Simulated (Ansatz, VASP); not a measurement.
## One calculation of V, two programs

File INCAR:

```
SYSTEM = V
  ALGO = Normal
  EDIFF = 1E-6
  ENCUT = 520
  GGA = PS
  ISIF = 2
  ISMEAR = -1
  LASPH = .True.
  LCHARG = .False.
  LREAL = .False.
  LWAVE = .False.
  NBANDS = 20
  NELM = 80
  PREC = Accurate
  SIGMA = 0.05
```

The input KPOINTS:

```
k-points
0
Gamma
  10 10 10
  0 0 0
```

File POSCAR:

```
V
1.0
    0.0000000000      2.5635698487      2.5635698487
    2.5635698487      0.0000000000      2.5635698487
    2.5635698487      2.5635698487      0.0000000000
V
2
Direct
   -0.1925000000     -0.1025000000     -0.1025000000
    0.1925000000      0.1025000000      0.1025000000
```

Input for Ansatz:

```yaml
crystal:
  lattice:
    - [0.0, 2.5635698487, 2.5635698487]
    - [2.5635698487, 0.0, 2.5635698487]
    - [2.5635698487, 2.5635698487, 0.0]
  atoms:
    - { symbol: V, position: [-0.1925, -0.1025, -0.1025] }
    - { symbol: V, position: [0.1925, 0.1025, 0.1025] }
kpoints:
  mp_grid: { grid: [10, 10, 10] }
scf:
  occupations: { method: fermi_dirac, width: 0.05 }
hamiltonian:
  xc: pbesol
  pseudopotentials: { kind: all_electron, lapw: { basis_error: 0.001 } }
output:
  forces: true
  stress: true
  eigenvalues: true
  populations: true
```

Change from the starting cell: shortest bond scaled by 0.82, LAPW.

Alike in both runs: task single point; functional PBEsol; k mesh 10 × 10 × 10; occupations fermi-dirac, width 0.05 eV; no spin polarisation.

```csv
,VASP,Ansatz
version,VASP 6.6.1,Ansatz 0.2.0
potentials or method,"VASP PAW PBE potentials, release 64 (V_sv), cutoff 520 eV","all-electron LAPW, scalar-relativistic"
```

VASP gave:

```
pressure (GPa)                                                : 11.6
traceless stress, the component that is largest in VASP (GPa) : -16.23
rms of the force components (eV/Å)                            : 0.438
```

**Question.** Which values does Ansatz return?

**Answer.** Pressure (GPa): 6.2; traceless stress, the component that is largest in VASP (GPa): -10.34; rms of the force components (eV/Å): 0.736.

VASP's potentials were made for PBE, not for PBEsol. Atom by atom the forces differ by 1.174 eV/Å (rms over components). One of these differences is far larger than is usual between the two programs; its cause wasn't traced. Ansatz ran all-electron here, and VASP with PAW potentials.
